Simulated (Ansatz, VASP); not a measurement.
NaH: VASP beside Ansatz

Contents of INCAR:

```
ALGO = Normal ; EDIFF = 1E-6
ENCUT = 520 ; GGA = PE
ISIF = 2 ; ISMEAR = -1
LASPH = T ; LCHARG = F
LREAL = F ; LWAVE = F
NBANDS = 11 ; NELM = 100
PREC = Accurate ; SIGMA = 0.02
```

KPOINTS

```
k-points
0
Gamma
  10 10 10
```

The input POSCAR:

```
NaH
1.0
    0.0000000000      2.3975122800      2.3975122800
    2.3975122800      0.0000000000      2.3975122800
    2.3975122800      2.3975122800      0.0000000000
Na H
1 1
Direct
    0.0000000000      0.0000000000      0.0000000000
    0.5000000000      0.5000000000      0.5000000000
```

Input for Ansatz:

```yaml
crystal:
  lattice:
    - [0.0, 2.39751228, 2.39751228]
    - [2.39751228, 0.0, 2.39751228]
    - [2.39751228, 2.39751228, 0.0]
  atoms:
    - { symbol: Na, position: [0.0, 0.0, 0.0] }
    - { symbol: H, position: [0.5, 0.5, 0.5] }
kpoints:
  mp_grid: { grid: [10, 10, 10] }
  band_path:
    path:
      - [[0.0, 0.0, 0.0], [0.5, 4.236343836676e-17, 0.5], [0.625, 0.25, 0.625]]
      - [[0.375, 0.375, 0.75], [0.0, 0.0, 0.0], [0.5, 0.5, 0.5], [0.5, 0.25, 0.75], [0.5, 4.236343836676e-17, 0.5]]
    npoints: 10
hamiltonian:
  xc: pbe
scf:
  occupations: { method: fermi_dirac, width: 0.02 }
  n_extra_bands: 4
output:
  forces: true
  stress: true
  eigenvalues: true
  write_density: true
  write_potential: true
  elf: true
  volumetric_format: npy
```

Alike in both runs: task single point; functional PBE; k mesh 10 × 10 × 10; occupations fermi-dirac, width 0.02 eV; no spin polarisation.

|  | VASP | Ansatz |
| --- | --- | --- |
| version | VASP 6.6.1 | Ansatz 0.2.0 |
| potentials or method | VASP PAW PBE potentials, release 64 (Na_pv, H) | plane waves, PAW |
| plane-wave cutoff (eV) | 520 | 420 |
| valence electrons in the cell | 8 | 10 |

```csv
,VASP,Ansatz,Ansatz less VASP
gap on the k mesh at the Fermi level (eV),3.82,3.82,+0.002
pressure (GPa),0.5,0.6,+0.03
```

The functional is the same, so the differences come from potentials, cutoffs and numerics. VASP's potentials hold 8 valence electrons a cell and Ansatz's 10, so a difference there can come from the potentials and not from the codes.
